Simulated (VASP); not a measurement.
Wanted: the native input for a VASP 6.6.1 run.

```yaml
Task: single point
Functional: PBE
Potentials_or_basis: VASP PAW PBE potentials, release 64 (Ge_d, Ru_pv, Ir)
Cutoff: 520 eV
k_mesh: 6 × 6 × 4
Occupations: gaussian, width 0.1 eV
Spin: no spin polarisation
Dipole_correction: no
Further_INCAR_settings: ALGO = Fast; EDIFF = 1e-06; NBANDS = 40
```

The structure of GeIrRu3 lies in POSCAR:

```
GeIrRu3
1.0
    5.1683969296     -0.0000000033      0.0000000000
   -2.5841984619      4.4759630395      0.0000000000
    0.0000000000      0.0000000000      4.6851488675
Ge Ru Ir
1 3 1
Direct
    0.0000000000      0.0000000000      0.5000000000
    0.5000000000      0.0000000000      0.0000000000
    0.0000000000      0.5000000000      0.0000000000
    0.5000000000      0.5000000000      0.0000000000
    0.0000000000      0.0000000000      0.0000000000
```

The input as run:

INCAR

```
SYSTEM = GeIrRu3
PREC     = Accurate       ! precision mode
ENCUT    = 520            ! plane-wave cutoff, eV
EDIFF    = 1E-6           ! SCF threshold, eV
ISMEAR   = 0              ! smearing method
SIGMA    = 0.1            ! smearing width, eV
LREAL    = .False.        ! projectors in reciprocal space
LASPH    = .True.         ! aspherical terms in the spheres
NELM     = 60             ! most SCF steps
ALGO     = Fast           ! electronic algorithm
ISIF     = 2              ! what is computed and relaxed
LWAVE    = .False.        ! write WAVECAR
LCHARG   = .False.        ! write CHGCAR
GGA      = PE             ! functional
NBANDS   = 40             ! bands
```

KPOINTS

```
Automatic mesh
0
Gamma
  6 6 4
  0 0 0
```

Potentials or basis: VASP PAW PBE potentials, release 64 (Ge_d, Ru_pv, Ir).

Command:

```sh
$ cat potpaw_PBE.64/Ge_d/POTCAR potpaw_PBE.64/Ru_pv/POTCAR potpaw_PBE.64/Ir/POTCAR > POTCAR
$ mpirun -np 1 vasp_std > vasp.out
```

It gave:

```json
{"Pressure": "0.0 GPa"}
```

Run time: 2.1 min on 1 thread of Intel Xeon 6975P-C, on a shared host, peak memory 0.28 GiB.
